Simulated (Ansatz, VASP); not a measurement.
**Two plane-wave programs on Nb2MoO2**

```
CELL_PARAMETERS angstrom
-2.15658 2.15658 3.73983
2.15658 -2.15658 3.73983
2.15658 2.15658 -3.73983
ATOMIC_POSITIONS crystal
Nb 0.25000 0.75000 0.50000
Nb 0.75000 0.25000 0.50000
Mo 0.00000 0.00000 0.00000
O 0.72245 0.72245 0.00000
O 0.27755 0.27755 0.00000
```

Alike in both runs: functional PBE; k mesh 6 × 6 × 6; occupations gaussian, width 0.1 eV; no spin polarisation.

Ansatz relaxed the structure, and its values are those at the end. VASP's run is a single point on that final structure, the one shown.

```csv
,VASP,Ansatz
version,VASP 6.6.1,Ansatz 0.2.0
potentials or method,"VASP PAW PBE potentials, release 64 (Nb_sv, Mo_sv, O), cutoff 520 eV","scalar-relativistic, plane waves, PAW"
valence electrons in the cell,52,52
```

VASP gave:

* gap on the k mesh at the Fermi level (eV): none
* pressure (GPa): -0.1
* rms of the force components (eV/Å): 0.009

Estimate Ansatz's values.

gap on the k mesh at the Fermi level (eV): none; pressure (GPa): -0.1; rms of the force components (eV/Å): 0.001.

A gap of «none» marks a metal or a gap that the smearing closes. With one functional, cell and mesh, what is left measures potentials, basis and numerics.
